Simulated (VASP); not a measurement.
Na3HSe, 5 atoms in the cell. The structure is cubic, space group Pm-3m (No. 221). Conventional cell: a = 4.559 Å, b = 4.559 Å, c = 4.559 Å, α = 90.00°, β = 90.00°, γ = 90.00°. Within 3.0 Å of Na (site symmetry 4/mmm) lie 2 H at 2.28 Å. Within 3.0 Å of H (site symmetry m-3m) lie 6 Na at 2.28 Å. Se (site symmetry m-3m) has 12 Na at 3.22 Å and 8 H at 3.95 Å within 4.2 Å. 

| Quantity | Value |
| --- | --- |
| Program | VASP 6.6.1 |
| Task | single point |
| Functional | PBE |
| Potentials or basis | VASP PAW PBE potentials, release 64 (Na_pv, H, Se) |
| Cutoff | 520 eV |
| k mesh | 4 × 4 × 4 |
| Occupations | gaussian, width 0.1 eV |
| Spin | no spin polarisation |
| Dipole correction | no |
| Further INCAR settings | ALGO = Normal; EDIFF = 1e-07; NBANDS = 22 |

Potentials or basis: VASP PAW PBE potentials, release 64 (Na_pv, H, Se).

Command:

```bash
$ cat potpaw_PBE.64/Na_pv/POTCAR potpaw_PBE.64/H/POTCAR potpaw_PBE.64/Se/POTCAR > POTCAR
$ mpirun -np 1 vasp_std > vasp.out
```

Hardware: 1 thread of Intel(R) Xeon(R) Platinum 8259CL CPU @ 2.50GHz (Skylake/Cascade Lake), with other jobs on the host.

How long does it take, and how much memory?

It took 22 s on 1 thread of Intel(R) Xeon(R) Platinum 8259CL CPU @ 2.50GHz (Skylake/Cascade Lake) (shared host), peak memory 0.21 GiB. Counts: scf iterations 14, k points 10.
